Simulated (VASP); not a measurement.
Set up this calculation in VASP 6.6.1, as the native input.

| Item | Value |
| --- | --- |
| Task | single point |
| Functional | PBE |
| Potentials or basis | VASP PAW PBE potentials, release 64 (Si, B) |
| Cutoff | 520 eV |
| k mesh | 6 × 6 × 2 |
| Occupations | gaussian, width 0.1 eV |
| Spin | no spin polarisation |
| Dipole correction | no |
| Further INCAR settings | ALGO = Normal; EDIFF = 1e-07; NBANDS = 18 |

The structure of SiB5 lies in POSCAR:

```
SiB5
1.0
    2.5484021000      0.0000000000      0.0000000000
   -1.2742010500      2.2069809600      0.0000000000
    0.0000000000      0.0000000000     12.7519137000
Si B
1 5
Direct
    0.0000000000      0.0000000000      0.0000000000
    0.6666666700      0.3333333300      0.1697627500
    0.0000000000      0.0000000000      0.3333671700
    0.6666666700      0.3333333300      0.5000000000
    0.0000000000      0.0000000000      0.6666328300
    0.6666666700      0.3333333300      0.8302372500
```

The input as run:

INCAR

```
SYSTEM = SiB5
  PREC = Accurate
  ENCUT = 520
  EDIFF = 1E-7
  ISMEAR = 0
  SIGMA = 0.1
  LREAL = .FALSE.
  LASPH = .TRUE.
  NELM = 100
  ALGO = Normal
  ISIF = 2
  LWAVE = .FALSE.
  LCHARG = .TRUE.
  GGA = PE
  LELF = .TRUE.
  LVHAR = .TRUE.
  NBANDS = 18
```

KPOINTS

```
Automatic mesh
0
G
  6 6 2
  0 0 0
```

Potentials or basis: VASP PAW PBE potentials, release 64 (Si, B).

Launch:

```sh
$ cat potpaw_PBE.64/Si/POTCAR potpaw_PBE.64/B/POTCAR > POTCAR
$ mpirun -np 1 vasp_std > vasp.out
```

Results of the run:

```json
{"Pressure": "-29.9 GPa", "Largest force": "1.096 eV/Å"}
```

Caveat: the k points lie up to 0.47 Å⁻¹ apart; forces of over 1 eV/Å act on the atoms, so gaps and moduli don't describe the material at rest.

Run time: 10 s on 1 thread of Intel(R) Xeon(R) 6975P-C (Granite Rapids), with other jobs on the host, peak memory 0.18 GiB.
